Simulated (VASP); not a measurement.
Wanted: the native input for a VASP 6.6.1 run.

```yaml
Task: single point
Functional: PBE
Potentials_or_basis: VASP PAW PBE potentials, release 64 (In_d, Sb)
Cutoff: 520 eV
k_mesh: 10 × 10 × 10
Occupations: gaussian, width 0.05 eV
Spin: no spin polarisation
Dipole_correction: no
Further_INCAR_settings: ALGO = Normal; EDIFF = 1e-06; NBANDS = 16
```

The structure of InSb lies in POSCAR:

```
InSb
1.0
    0.0000000000      3.3172599326      3.3172599326
    3.3172599326      0.0000000000      3.3172599326
    3.3172599326      3.3172599326      0.0000000000
In Sb
1 1
Direct
    0.0000000000      0.0000000000      0.0000000000
    0.7500000000      0.7500000000      0.7500000000
```

One way to write it, as run:

INCAR

```
PREC     = Accurate       # precision mode
ENCUT    = 520            # plane-wave cutoff, eV
EDIFF    = 1E-6           # SCF threshold, eV
ISMEAR   = 0              # smearing method
SIGMA    = 0.05           # smearing width, eV
LREAL    = False          # projectors in reciprocal space
LASPH    = True           # aspherical terms in the spheres
NELM     = 100            # most SCF steps
ALGO     = Normal         # electronic algorithm
ISIF     = 2              # what is computed and relaxed
LWAVE    = False          # write WAVECAR
LCHARG   = False          # write CHGCAR
GGA      = PE             # functional
NBANDS   = 16             # bands
```

KPOINTS

```
Automatic mesh
0
Gamma
  10 10 10
```

Potentials or basis: VASP PAW PBE potentials, release 64 (In_d, Sb).

Launch:

```bash
$ cat potpaw_PBE.64/In_d/POTCAR potpaw_PBE.64/Sb/POTCAR > POTCAR
$ mpirun -np 1 vasp_std > vasp.out
```

It gave:

```
Pressure               : 0.0 GPa
Band gap on the k mesh : zero (filled and empty bands touch)
```

Caveat: spin-orbit coupling is left out, which moves the levels of the heavy elements.

Wall time 28 s on 1 thread of AMD EPYC 9R45 96-Core Processor (Zen 5) (shared host), peak memory 0.2 GiB.
